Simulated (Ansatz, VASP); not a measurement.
Two plane-wave programs on MgS

File POSCAR:

```
MgS
1.0
    4.2300569194      0.0000000000      0.0000000000
   -2.1150284597      3.6633367517      0.0000000000
    0.0000000000      0.0000000000      6.0524117290
Mg S
2 2
Direct
    0.3333333333      0.6666666667     -0.0170095519
    0.6666666667      0.3333333333      0.4829904481
    0.3333333333      0.6666666667      0.3920095519
    0.6666666667      0.3333333333      0.8920095519
```

File INCAR.step1:

```
ALGO = Normal
EDIFF = 1E-5
ENCUT = 520
GGA = PE
ISIF = 2
ISMEAR = 0
LASPH = T
LREAL = F
LWAVE = T
NBANDS = 16
NELM = 60
PREC = Accurate
SIGMA = 0.01
```

The input INCAR.step2:

```
ALGO = Normal
EDIFF = 1E-6
ENCUT = 520
GGA = PE
HFSCREEN = 0.2079
ISIF = 2
ISMEAR = 0
ISTART = 1
LASPH = T
LCHARG = T
LELF = T
LHFCALC = T
LREAL = F
LVHAR = T
LWAVE = F
NBANDS = 16
NELM = 60
PREC = Accurate
PRECFOCK = Normal
SIGMA = 0.01
```

KPOINTS

```
k-points
0
Gamma
  6 6 4
```

Input for Ansatz:

```yaml
crystal:
  lattice:
    - [4.2300569194, 0.0, 0.0]
    - [-2.1150284597, 3.6633367517, 0.0]
    - [0.0, 0.0, 6.052411729]
  atoms:
    - { symbol: Mg, position: [0.3333333333, 0.6666666667, -0.0170095519] }
    - { symbol: Mg, position: [0.6666666667, 0.3333333333, 0.4829904481] }
    - { symbol: S, position: [0.3333333333, 0.6666666667, 0.3920095519] }
    - { symbol: S, position: [0.6666666667, 0.3333333333, 0.8920095519] }
kpoints:
  mp_grid: { grid: [6, 6, 4] }
  band_path:
    path:
      - [0.0, 0.0, 0.0]
      - [0.5, 0.0, 0.0]
      - [0.3333333333, 0.3333333333, 0.0]
      - [0.0, 0.0, 0.5]
      - [0.5, 0.0, 0.5]
      - [0.3333333333, 0.3333333333, 0.5]
    npoints: 1
hamiltonian:
  xc: hse06
scf:
  occupations: { method: fixed }
  n_extra_bands: 5
output:
  forces: true
  stress: true
  eigenvalues: true
```

Change from the starting cell: epitaxial_xy strain +5.0%.

Alike in both runs: task single point; functional HSE06; k mesh 6 × 6 × 4; no spin polarisation.

|  | VASP | Ansatz |
| --- | --- | --- |
| version | VASP 6.6.1 | Ansatz 0.2.0 |
| potentials or method | VASP PAW PBE potentials, release 64 (Mg, S) | plane waves, PAW |
| plane-wave cutoff (eV) | 520 | 420 |
| occupations | gaussian, width 0.01 eV | fixed |
| valence electrons in the cell | 16 | 32 |

Ansatz gave:

- gap on the k mesh at the Fermi level (eV): 3.90
- pressure (GPa): -2.6
- traceless stress, the component that is largest in VASP (GPa): 2.46
- rms of the force components (eV/Å): 0.004

Estimate VASP's values.

gap on the k mesh at the Fermi level (eV): 3.88; pressure (GPa): -2.8; traceless stress, the component that is largest in VASP (GPa): 2.49; rms of the force components (eV/Å): 0.007.

Atom by atom the forces differ by 0.003 eV/Å (rms over components). VASP's potentials hold 16 valence electrons a cell and Ansatz's 32, so a difference there can come from the potentials and not from the codes. Ansatz's warnings: stress exchange threshold loose, stress scf threshold loose.
